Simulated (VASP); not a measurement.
BeCd2S3:

```
Be Cd S
1.0
     2.91865    1.68508    4.29105
    -2.91865    1.68508    4.29105
     0.00000   -3.37016    4.29105
Be Cd S
1 2 3
Direct
  0.50000 0.50000 0.50000
  0.87205 0.87205 0.87205
  0.12795 0.12795 0.12795
  0.50000 0.50000 0.00000
  0.00000 0.50000 0.50000
  0.50000 0.00000 0.50000
```

The cell was generated, and may not be a known phase.

* Program: VASP 6.6.1
* Task: relaxation of cell and atoms
* Functional: PBE
* Potentials or basis: VASP PAW PBE potentials, release 64 (Be, Cd, S)
* Cutoff: 600 eV
* k mesh: 6 × 6 × 6
* Occupations: gaussian, width 0.1 eV
* Spin: no spin polarisation

At the start: pressure -6.3 GPa; volume 21.10 Å³/atom.

**Question.** How do energy, volume and symmetry change on relaxing?

**Answer.** Over 16 steps the energy falls by 553.8 meV/atom and the volume is 19.22 Å³/atom (-8.9 %); space group R-3m (No. 166, to 0.1 Å) before and after.

Step by step:
```csv
step,energy change (eV),largest force (eV/Å),pressure (GPa),volume (Å³)
1,0.0000,0.0605,-6.30,126.62
2,-0.6023,0.2266,-1.06,111.92
3,-0.7209,0.2933,3.01,105.31
4,-1.4174,0.0156,6.05,101.97
5,-2.1689,2.1596,14.61,95.73
6,-2.3099,2.7344,14.45,96.64
7,-2.3395,3.3109,14.64,97.35
8,-2.6767,2.4002,10.98,100.27
9,-3.2220,0.7293,2.94,109.36
10,-3.2987,0.3409,0.41,113.63
11,-3.3079,0.2092,-0.60,115.70
12,-3.3078,0.1884,-0.79,116.08
13,-3.3124,0.1549,-0.63,115.95
14,-3.3212,0.0502,-0.12,115.56
15,-3.3152,0.1716,0.98,114.74
16,-3.3227,0.0133,0.20,115.31
```

Final structure:
```
Be Cd S
1.0
     3.26290    1.88384    3.12648
    -3.26290    1.88384    3.12648
     0.00000   -3.76768    3.12648
Be Cd S
1 2 3
Direct
  0.50000 0.50000 0.50000
  0.85720 0.85720 0.85720
  0.14280 0.14280 0.14280
  0.50000 0.50000 0.00000
  0.00000 0.50000 0.50000
  0.50000 0.00000 0.50000
```
